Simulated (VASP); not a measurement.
## GaF: single point with HF

Crystal: GaF.

```
CELL_PARAMETERS angstrom
3.36091 0.00000 0.00000
0.00000 3.36091 0.00000
0.00000 0.00000 3.36091
ATOMIC_POSITIONS crystal
Ga 0.00000 0.00000 0.00000
F 0.50000 0.50000 0.50000
```

- Program: VASP 6.6.1
- Task: single point
- Functional: HF
- Potentials or basis: VASP PAW PBE potentials, release 64 (Ga_d, F)
- Cutoff: 520 eV
- k mesh: 4 × 4 × 4
- Occupations: fermi-dirac, width 0.05 eV
- Spin: no spin polarisation
- Dipole correction: no
- Grid for exact exchange (PRECFOCK): Normal
- Further INCAR settings: ALGO = Normal; EDIFF = 1e-06; NBANDS = 17
- Share of exact exchange: 1

```
Pressure               : -0.5 GPa
Band gap on the k mesh : 7.10 eV (least direct gap 9.30 eV)
```

Levels at points of the mesh, in eV from the valence-band top:
| k point | band 7 | band 8 | band 9 | band 10 | band 11 | band 12 | band 13 | band 14 |
| --- | --- | --- | --- | --- | --- | --- | --- | --- |
| (0.00, 0.00, 0.00) | -6.92 | -6.66 | -6.66 | -6.66 | 15.55 | 15.55 | 15.55 | 16.94 |
| (0.50, 0.00, 0.00) | -9.10 | -6.46 | -6.46 | -2.21 | 7.10 | 15.70 | 15.70 | 19.53 |
| (0.50, 0.50, 0.00) | -7.66 | -7.66 | -6.37 | -2.83 | 10.00 | 10.00 | 16.25 | 17.58 |
| (0.50, 0.50, 0.50) | -7.20 | -7.20 | -7.20 | 0.00 | 9.30 | 9.30 | 9.30 | 19.26 |

It took 12 min on 1 thread of Intel Xeon 8259CL, with other jobs on the host, peak memory 0.17 GiB.

Caveat: the k points lie up to 0.47 Å⁻¹ apart; the PAW data sets were made with another functional, which shifts forces and pressure a little. A k mesh can miss the band edges.
